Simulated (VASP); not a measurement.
Wanted: the native input for a VASP 6.6.1 run.

```yaml
Task: single point
Functional: PBE
Potentials_or_basis: VASP PAW PBE potentials, release 64 (Cs_sv, Ge_d, F)
Cutoff: 520 eV
k_mesh: 6 × 6 × 6
Occupations: fermi-dirac, width 0.02 eV
Spin: no spin polarisation
Dipole_correction: no
Further_INCAR_settings: ALGO = Normal; EDIFF = 1e-07; NBANDS = 30
```

The structure of CsGeF3 lies in POSCAR:

```
CsGeF3
1.0
    4.4515546491      0.0000000000      0.0000000000
    0.0000000000      4.4515546491      0.0000000000
    0.0000000000      0.0000000000      4.5348162720
Cs Ge F
1 1 3
Direct
    0.0000000000      0.0000000000      0.0000000000
    0.5000000000      0.5000000000      0.5000000000
    0.5000000000      0.5000000000      0.0000000000
    0.5000000000      0.0000000000      0.5000000000
    0.0000000000      0.5000000000      0.5000000000
```

This cell differs from its parent crystal: epitaxial xy strain -1.0%.

The input as run:

INCAR

```
SYSTEM = CsGeF3
PREC = Accurate
ENCUT = 520
EDIFF = 1E-7
ISMEAR = -1
SIGMA = 0.02
LREAL = .FALSE.
LASPH = .TRUE.
NELM = 60
ALGO = Normal
ISIF = 2
LWAVE = .FALSE.
LCHARG = .FALSE.
GGA = PE
NBANDS = 30
```

KPOINTS

```
regular mesh
0
G
  6 6 6
  0 0 0
```

Potentials or basis: VASP PAW PBE potentials, release 64 (Cs_sv, Ge_d, F).

Run with:

```console
$ cat potpaw_PBE.64/Cs_sv/POTCAR potpaw_PBE.64/Ge_d/POTCAR potpaw_PBE.64/F/POTCAR > POTCAR
$ mpirun -np 1 vasp_std > vasp.out
```

Results of the run:

```yaml
Pressure: 3.0 GPa
Band_gap_on_the_k_mesh: 1.70 eV
```

Caveat: the cell differs from its parent crystal (epitaxial xy strain -1.0%); the cell stands under pressure; spin-orbit coupling is left out, which moves the levels of the heavy elements.

Wall time 38 s on 1 thread of Intel(R) Xeon(R) 6975P-C (Granite Rapids), with other jobs on the host, peak memory 0.26 GiB.
